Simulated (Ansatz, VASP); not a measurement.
Given: the input of a run of VASP 6.6.1 on HfO2.

Contents of INCAR:

```
SYSTEM = HfO2
PREC = Accurate
ENCUT = 520
EDIFF = 1E-7
ISMEAR = -1
SIGMA = 0.05
LREAL = .FALSE.
LASPH = .TRUE.
NELM = 100
ALGO = Normal
ISIF = 2
LWAVE = .FALSE.
LCHARG = .FALSE.
GGA = PE
IVDW = 12
NBANDS = 56
```

File KPOINTS:

```
Automatic mesh
0
G
  5 6 5
  0 0 0
```

Contents of POSCAR:

```
HfO2
1.0
    5.2881483861      0.0000000000      0.0000000000
    0.0000000000      5.0706233964      0.0000000000
    0.0000000000      0.0000000000      5.0989121849
Hf O
4 8
Direct
    0.9669940000      0.7325208200      0.7414403500
    0.5330060000      0.7325208200      0.2414403500
    0.4669940000      0.2674791800      0.7414403500
    0.0330060000      0.2674791800      0.2414403500
    0.6321274500      0.9286454000      0.8792672600
    0.8678725500      0.9286454000      0.3792672600
    0.2339485200      0.5398830500      0.4922923900
    0.2660514800      0.5398830500      0.9922923900
    0.7660514800      0.4601169500      0.9922923900
    0.7339485200      0.4601169500      0.4922923900
    0.1321274500      0.0713546000      0.8792672600
    0.3678725500      0.0713546000      0.3792672600
```

Potentials or basis: VASP PAW PBE potentials, release 64 (Hf_pv, O).

Launch:

```sh
$ cat potpaw_PBE.64/Hf_pv/POTCAR potpaw_PBE.64/O/POTCAR > POTCAR
$ mpirun -np 1 vasp_std > vasp.out
```

Translate it to Ansatz 0.2.0. Potentials there: Ansatz PAW.

As run (the cutoff follows the program's own potentials):

input.yaml

```yaml
crystal:
  lattice:
    - [5.2881483861, 0.0, 0.0]
    - [0.0, 5.0706233964, 0.0]
    - [0.0, 0.0, 5.0989121849]
  atoms:
    - { symbol: Hf, position: [0.966994, 0.73252082, 0.74144035] }
    - { symbol: Hf, position: [0.533006, 0.73252082, 0.24144035] }
    - { symbol: Hf, position: [0.466994, 0.26747918, 0.74144035] }
    - { symbol: Hf, position: [0.033006, 0.26747918, 0.24144035] }
    - { symbol: O, position: [0.63212745, 0.9286454, 0.87926726] }
    - { symbol: O, position: [0.86787255, 0.9286454, 0.37926726] }
    - { symbol: O, position: [0.23394852, 0.53988305, 0.49229239] }
    - { symbol: O, position: [0.26605148, 0.53988305, 0.99229239] }
    - { symbol: O, position: [0.76605148, 0.46011695, 0.99229239] }
    - { symbol: O, position: [0.73394852, 0.46011695, 0.49229239] }
    - { symbol: O, position: [0.13212745, 0.0713546, 0.87926726] }
    - { symbol: O, position: [0.36787255, 0.0713546, 0.37926726] }
hamiltonian:
  xc: pbe
  pseudopotentials: { kind: paw }
  dispersion: d3bj
kpoints:
  mp_grid: { grid: [5, 6, 5] }
scf:
  occupations: { method: fermi_dirac, width: 0.05 }
output:
  forces: true
  stress: true
  eigenvalues: true
```

Potentials or basis: Ansatz PAW.

Command:

```bash
$ ansatz run input.yaml --threads 2 --pin off --max-ram 5120MiB --backend cpu --events-out ev --progress --plain --runs-dir out
```

Both were run:

|  | VASP | Ansatz | Ansatz less VASP |
| --- | --- | --- | --- |
| gap on the k mesh at the Fermi level (eV) | 4.30 | 4.35 | +0.048 |
| least direct gap on the mesh (eV) | 4.51 | 4.55 | +0.041 |
| pressure (GPa) | -6.9 | -3.8 | +3.16 |
| traceless stress, the component that is largest in VASP (GPa) | -0.28 | -0.26 | +0.019 |
| rms of the force components (eV/Å) | 0.054 | 0.041 | -0.0130 |

Atom by atom the forces differ by 0.026 eV/Å (rms over components). VASP's potentials hold 88 valence electrons a cell and Ansatz's 152, so a difference there can come from the potentials and not from the codes.

Spin-orbit coupling is off throughout. Noted on Ansatz's run: odd divisions of the mesh miss points on the zone boundary, where band edges often lie, so the gap on the mesh can be too wide.
